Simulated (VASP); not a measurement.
# BiTe (R-3m) in VASP: notebook

BiTe is run at these levels: r2SCAN, PBEsol; tasks: single point.

Everything below comes from runs of VASP 6.6.1. Logs are shortened: lines on timing, memory, paths and dates and some standing lists are left out, and cuts for length are marked.

### 1 The cell of the first run

It takes space group R-3m (No. 166, trigonal). The conventional cell has a = 4.940 Å, b = 4.940 Å, c = 10.147 Å, α = 90.00°, β = 90.00°, γ = 120.00°. Within 4.4 Å of Bi (site symmetry -3m) lie 6 Te at 3.32 Å. Te (site symmetry -3m) has 6 Bi at 3.32 Å within 4.4 Å.

### 2 Single point, r2SCAN

POSCAR

```
BiTe
1.0
    2.4702239101      1.4261844395      3.3823534125
   -2.4702239101      1.4261844395      3.3823534125
    0.0000000000     -2.8523688790      3.3823534125
Bi Te
1 1
Direct
    0.5000000000      0.5000000000      0.5000000000
    0.0000000000      0.0000000000      0.0000000000
```

INCAR.step1

```
SYSTEM = BiTe
ALGO = Normal
EDIFF = 1E-4
ENCUT = 520
GGA = PE
ISMEAR = -1
LASPH = .True.
LCHARG = .False.
LREAL = .False.
LWAVE = .True.
NBANDS = 18
NELM = 100
PREC = Accurate
SIGMA = 0.05
```

INCAR.step2

```
SYSTEM = BiTe
ALGO = Normal
EDIFF = 1E-7
ENCUT = 520
ISIF = 2
ISMEAR = -1
ISTART = 1
LASPH = .True.
LCHARG = .False.
LMIXTAU = .True.
LREAL = .False.
LWAVE = .False.
METAGGA = R2SCAN
NBANDS = 18
NELM = 100
PREC = Accurate
SIGMA = 0.05
```

KPOINTS

```
k-points
0
Gamma
  7 7 7
  0 0 0
```

Potentials or basis: VASP PAW PBE potentials, release 64 (Bi_d, Te).

The run is started by

```bash
> cat potpaw_PBE.64/Bi_d/POTCAR potpaw_PBE.64/Te/POTCAR > POTCAR
> cp INCAR.step1 INCAR
> mpirun -np 1 vasp_std > vasp.out
> cp INCAR.step2 INCAR
> mpirun -np 1 vasp_std > vasp.out
```

OUTCAR:

```text
SYSTEM = BiTe
   EDIFF = 1E-7
   ENCUT = 520
   ISIF = 2
   ISMEAR = -1
   ISTART = 1
   LASPH = .True.
   LREAL = .False.
   METAGGA = R2SCAN
   NELM = 100
   PREC = Accurate

 ion  position               nearest neighbor table
   1  0.500  0.500  0.500-   2 3.32   2 3.32   2 3.32   2 3.32   2 3.32   2 3.32
   2  0.000  0.000  0.000-   1 3.32   1 3.32   1 3.32   1 3.32   1 3.32   1 3.32

  LATTYP: Found a trigonal (rhomboedric) cell.
 ALAT       =     4.4245138522
 COS(alpha) =     0.3765932224

  Lattice vectors:

 A1 = (   2.4702239101,   1.4261844395,   3.3823534125)
 A2 = (  -2.4702239101,   1.4261844395,   3.3823534125)
 A3 = (   0.0000000000,  -2.8523688790,   3.3823534125)

Analysis of symmetry for initial positions (statically):
=====================================================================
 Subroutine PRICEL returns:
 Original cell was already a primitive cell.

 Routine SETGRP: Setting up the symmetry group for a
 trigonal (rhombohedral) supercell.

 Subroutine GETGRP returns: Found 12 space group operations
 (whereof 12 operations were pure point group operations)
 out of a pool of 12 trial point group operations.

The static configuration has the point symmetry D_3d.

Analysis of symmetry for dynamics (positions and initial velocities):
=====================================================================
 Subroutine PRICEL returns:
 Original cell was already a primitive cell.

 Routine SETGRP: Setting up the symmetry group for a
 trigonal (rhombohedral) supercell.

 Subroutine GETGRP returns: Found 12 space group operations
 (whereof 12 operations were pure point group operations)
 out of a pool of 12 trial point group operations.

The dynamic configuration has the point symmetry D_3d.

 Subroutine INISYM returns: Found 12 space group operations
 (whereof 12 operations are pure point group operations),
 and found     1 'primitive' translations

----------------------------------------------------------------------------------------

                                     Primitive cell

  volume of cell :      71.4961

  direct lattice vectors                    reciprocal lattice vectors
     2.470223910  1.426184440  3.382353413     0.202410801  0.116861930  0.098550711
    -2.470223910  1.426184440  3.382353413    -0.202410801  0.116861930  0.098550711
     0.000000000 -2.852368879  3.382353413     0.000000000 -0.233723861  0.098550711

  length of vectors
     4.424513852  4.424513852  4.424513852     0.253651504  0.253651504  0.253651504

  position of ions in fractional coordinates (direct lattice)
     0.500000000  0.500000000  0.500000000
     0.000000000  0.000000000  0.000000000

  ion indices of the primitive-cell ions
   primitive index   ion index
                 1           1
                 2           2

----------------------------------------------------------------------------------------

 KPOINTS: k-points

Automatic generation of k-mesh.
 Grid dimensions read from file:
 generate k-points for:    7    7    7

 Generating k-lattice:

  Cartesian coordinates                     Fractional coordinates (reciprocal lattice)
     0.028915829  0.016694561  0.014078673     0.142857143 -0.000000000  0.000000000
    -0.028915829  0.016694561  0.014078673    -0.000000000  0.142857143  0.000000000
     0.000000000 -0.033389123  0.014078673     0.000000000  0.000000000  0.142857143

  Length of vectors
     0.036235929  0.036235929  0.036235929

  Shift w.r.t. Gamma in fractional coordinates (k-lattice)
     0.000000000  0.000000000  0.000000000

 Subroutine IBZKPT returns following result:
 ===========================================

 Found     44 irreducible k-points:

 Following reciprocal coordinates:
            Coordinates               Weight
  0.000000  0.000000  0.000000      1.000000
  0.142857 -0.000000 -0.000000      6.000000
  0.285714 -0.000000  0.000000      6.000000
  0.428571 -0.000000  0.000000      6.000000
  0.142857  0.142857 -0.000000      6.000000
  0.285714  0.142857  0.000000     12.000000
[... 16 lines left out ...]
  0.285714  0.285714  0.142857      6.000000
  0.428571  0.285714  0.142857     12.000000
 [... further k-points ...]
   k-points           NKPTS =     44   k-points in BZ     NKDIM =     44   number of bands    NBANDS=     18
   number of dos      NEDOS =    301   number of ions     NIONS =      2
   total plane-waves  NPLWV =  46656
   dimension x,y,z NGX =    36 NGY =   36 NGZ =   36
   dimension x,y,z NGXF=    72 NGYF=   72 NGZF=   72
   ions per type =               1   1
   NGX,Y,Z   is equivalent  to a cutoff of  13.53, 13.53, 13.53 a.u.
   NGXF,Y,Z  is equivalent  to a cutoff of  27.05, 27.05, 27.05 a.u.
 SYSTEM =  BiTe
   PREC   = accura    normal or accurate (medium, high low for compatibility)
   ISTART =      1    job   : 0-new  1-cont  2-samecut
   ICHARG =      0    charge: 1-file 2-atom 10-const
   ISPIN  =      1    spin polarized calculation?
   LNONCOLLINEAR =      F non collinear calculations
   LSORBIT =      F    spin-orbit coupling
   LASPH  =      T    aspherical Exc in radial PAW
   ENCUT  =  520.0 eV  38.22 Ry    6.18 a.u.   8.23  8.23  8.23*2*pi/ulx,y,z
   NELM   =    100;   NELMIN=  2; NELMDL=  0     # of ELM steps
   EDIFF  = 0.1E-06   stopping-criterion for ELM
   LREAL  =      F    real-space projection
   EDIFFG = 0.1E-05   stopping-criterion for IOM
   NSW    =      0    number of steps for IOM
   IBRION =     -1    ionic relax: 0-MD 1-quasi-New 2-CG
   NFREE  =      0    steps in history (QN), initial steepest desc. (CG)
   ISIF   =      2    stress and relaxation
   ISYM   =      2    0-nonsym 1-usesym 2-fastsym
   POTIM  = 0.5000    time-step for ionic-motion
   TEBEG  =    0.0;   TEEND  =   0.0 temperature during run
   PSTRESS=    0.0 pullay stress
   NELECT =      21.0000    total number of electrons
   NUPDOWN=      -1.0000    fix difference up-down
   EMIN   =  10.00;   EMAX   =-10.00  energy-range for DOS
   EFERMI =   0.00;   METHOD = LEGACY
   ISMEAR =    -1;   SIGMA  =   0.05  broadening in eV -4-tet -1-fermi 0-gaus
   EFERMI_NEDOS =   21; number of points for ismear=-14 and -15
   IALGO  =     38    algorithm
   IMIX   =      4    mixing-type and parameters
     AMIX     =   0.40;   BMIX     =  1.00
     AMIX_MAG =   1.60;   BMIX_MAG =  1.00
  volume/ion in A,a.u.               =      35.75       241.24
  Fermi-wavevector in a.u.,A,eV,Ry     =   1.088230  2.056456 16.112612  1.184244
  Thomas-Fermi vector in A             =   2.224406
   LORBIT       =      0    0 simple, 1 ext, 2 COOP (PROOUT), +10 PAW based schemes
   METAGGA = R2SCAN    functional components
   LHFCALC =     F    Hartree Fock is set to
   AEXX    =    0.0000 exact exchange contribution
   IVDW    =     0    specifies the selected vdW correction
   LEPSILON=     F    determine dielectric tensor
   LRPA    =     F    only Hartree local field effects (RPA)
 non-spin polarized calculation
  energy-cutoff  :      520.00
  volume of cell :       71.50
 maximum number of plane-waves:      1936
 NGX is ok and might be reduce to    36
   NGX = 17   NGY = 17   NGZ = 17

 number of electron      20.9999995 magnetization

 Free energy of the ion-electron system (eV)
  ---------------------------------------------------
  ext. energy  EPLUGINS =         0.00000000
  ---------------------------------------------------
  free energy    TOTEN  =       -83.97660079 eV

  energy without entropy =      -83.96427263  energy(sigma->0) =      -83.97043671

 E-fermi :   5.9264     XC(G=0):  -9.7589

 val. band max:        5.8910488476   @ k =  -0.4286   0.2857   0.2857
 cond. band min:       5.9884738824   @ k =  -0.4286   0.2857   0.2857
 fundamental gap:      0.0974250348
 Fermi energy:         5.9263598642

 k-point     1 :       0.0000    0.0000    0.0000
  band No.  band energies     occupation
      1     -18.0675      2.00000
      2     -18.0675      2.00000
      3     -18.0428      2.00000
      4     -18.0428      2.00000
      5     -18.0259      2.00000
      6      -7.7825      2.00000
[... 10 lines left out ...]
     17      12.9322      0.00000
     18      13.0766      0.00000

 k-point     2 :       0.1429   -0.0000   -0.0000
  band No.  band energies     occupation
      1     -18.0675      2.00000
      2     -18.0672      2.00000
      3     -18.0437      2.00000
      4     -18.0417      2.00000
      5     -18.0256      2.00000
      6      -7.6124      2.00000
[... 10 lines left out ...]
     17      13.4812      0.00000
     18      13.8518      0.00000

 k-point     3 :       0.2857   -0.0000    0.0000
  band No.  band energies     occupation
      1     -18.0675      2.00000
      2     -18.0667      2.00000
      3     -18.0455      2.00000
      4     -18.0392      2.00000
      5     -18.0245      2.00000
      6      -7.1112      2.00000
[... 10 lines left out ...]
     17      14.8855      0.00000
     18      15.7018      0.00000

 k-point     4 :       0.4286   -0.0000    0.0000
  band No.  band energies     occupation
      1     -18.0676      2.00000
      2     -18.0663      2.00000
      3     -18.0468      2.00000
      4     -18.0377      2.00000
      5     -18.0232      2.00000
      6      -6.3142      2.00000
[... 10 lines left out ...]
     17      14.8426      0.00000
     18      16.0193      0.00000

 k-point     5 :       0.1429    0.1429   -0.0000
  band No.  band energies     occupation
      1     -18.0682      2.00000
      2     -18.0667      2.00000
      3     -18.0436      2.00000
      4     -18.0407      2.00000
      5     -18.0257      2.00000
      6      -7.5449      2.00000
[... 10 lines left out ...]
     17      13.0062      0.00000
     18      13.3201      0.00000

 k-point     6 :       0.2857    0.1429    0.0000
  band No.  band energies     occupation
      1     -18.0687      2.00000
      2     -18.0662      2.00000
      3     -18.0449      2.00000
      4     -18.0381      2.00000
      5     -18.0249      2.00000
      6      -7.1531      2.00000
[... 10 lines left out ...]
     17      13.8766      0.00000
     18      14.6016      0.00000

 k-point     7 :       0.4286    0.1429    0.0000
  band No.  band energies     occupation
      1     -18.0684      2.00000
      2     -18.0663      2.00000
      3     -18.0461      2.00000
      4     -18.0367      2.00000
      5     -18.0236      2.00000
      6      -6.4723      2.00000
[... 10 lines left out ...]
     17      15.9271      0.00000
     18      16.1703      0.00000

 k-point     8 :      -0.4286    0.1429   -0.0000
  band No.  band energies     occupation
      1     -18.0676      2.00000
      2     -18.0666      2.00000
      3     -18.0462      2.00000
      4     -18.0372      2.00000
      5     -18.0233      2.00000
      6      -5.9282      2.00000
[... 10 lines left out ...]
     17      15.2339      0.00000
     18      16.0393      0.00000
[... 229 lines left out ...]
     17      15.6844      0.00000
     18      16.7377      0.00000

 k-point    20 :      -0.4286    0.1429    0.1429
  band No.  band energies     occupation
      1     -18.0685      2.00000
      2     -18.0665      2.00000
      3     -18.0443      2.00000
      4     -18.0372      2.00000
      5     -18.0238      2.00000
      6      -5.8519      2.00000
[... 10 lines left out ...]
     17      15.4430      0.00000
     18      15.7974      0.00000

 k-point    21 :      -0.2857    0.1429    0.1429
  band No.  band energies     occupation
      1     -18.0686      2.00000
      2     -18.0655      2.00000
      3     -18.0433      2.00000
      4     -18.0400      2.00000
      5     -18.0243      2.00000
      6      -6.5268      2.00000
[... 10 lines left out ...]
     17      14.7831      0.00000
     18      14.8899      0.00000

 k-point    22 :      -0.1429    0.1429    0.1429
  band No.  band energies     occupation
      1     -18.0685      2.00000
      2     -18.0656      2.00000
      3     -18.0430      2.00000
      4     -18.0416      2.00000
      5     -18.0250      2.00000
      6      -7.1896      2.00000
[... 10 lines left out ...]
     17      13.9021      0.00000
     18      14.1861      0.00000

 k-point    23 :       0.2857    0.2857    0.1429
  band No.  band energies     occupation
      1     -18.0698      2.00000
      2     -18.0673      2.00000
      3     -18.0419      2.00000
      4     -18.0357      2.00000
      5     -18.0260      2.00000
      6      -7.0768      2.00000
[... 10 lines left out ...]
     17      14.9034      0.00000
     18      15.0662      0.00000

 k-point    24 :       0.4286    0.2857    0.1429
  band No.  band energies     occupation
      1     -18.0704      2.00000
      2     -18.0669      2.00000
      3     -18.0427      2.00000
      4     -18.0340      2.00000
      5     -18.0251      2.00000
      6      -6.6048      2.00000
[... 10 lines left out ...]
     17      15.4112      0.00000
     18      16.4571      0.00000

 [... further k-points ...]
[... 5 lines left out ...]
  --------------------------------------------------------------------------------------
  -------------------------------------------------------------------------------------
  Total       -1.5258975     -1.5258975     -1.1396121     -0.0000000      0.0000000      0.0000000
  in kB      -34.1942991    -34.1942991    -25.5379120     -0.0000000      0.0000000      0.0000000
  external PRESSURE =     -31.3088367 kB  Pullay stress =       0.0000000 kB

 VOLUME and BASIS-vectors are now :
 -----------------------------------------------------------------------------
  energy-cutoff  :      520.00
  volume of cell :       71.50
      direct lattice vectors                 reciprocal lattice vectors
     2.470223910  1.426184440  3.382353413     0.202410801  0.116861930  0.098550711
    -2.470223910  1.426184440  3.382353413    -0.202410801  0.116861930  0.098550711
     0.000000000 -2.852368879  3.382353413     0.000000000 -0.233723861  0.098550711

 POSITION                                       TOTAL-FORCE (eV/Angst)
 -----------------------------------------------------------------------------------
      0.00000      0.00000      5.07353        -0.000000      0.000000      0.000000
      0.00000      0.00000      0.00000         0.000000     -0.000000      0.000000
 -----------------------------------------------------------------------------------
    total drift:                               -0.000000     -0.000000      0.000000

  FREE ENERGIE OF THE ION-ELECTRON SYSTEM (eV)
  ---------------------------------------------------
  free  energy   TOTEN  =       -83.9766007883 eV

  energy  without entropy=      -83.9642726254  energy(sigma->0) =      -83.97043671
```

Run time: 4.5 min. Hardware: 1 thread of Intel Xeon 8259CL, shared host; peak memory 0.25 GiB.

What came out:

```yaml
Free_energy: -83.9766 eV
Pressure: -3.1 GPa
```

Caveat: the PAW data sets were made with another functional, which shifts forces and pressure a little; spin-orbit coupling is left out, which moves the levels of the heavy elements.

[end of part 1 of 2]
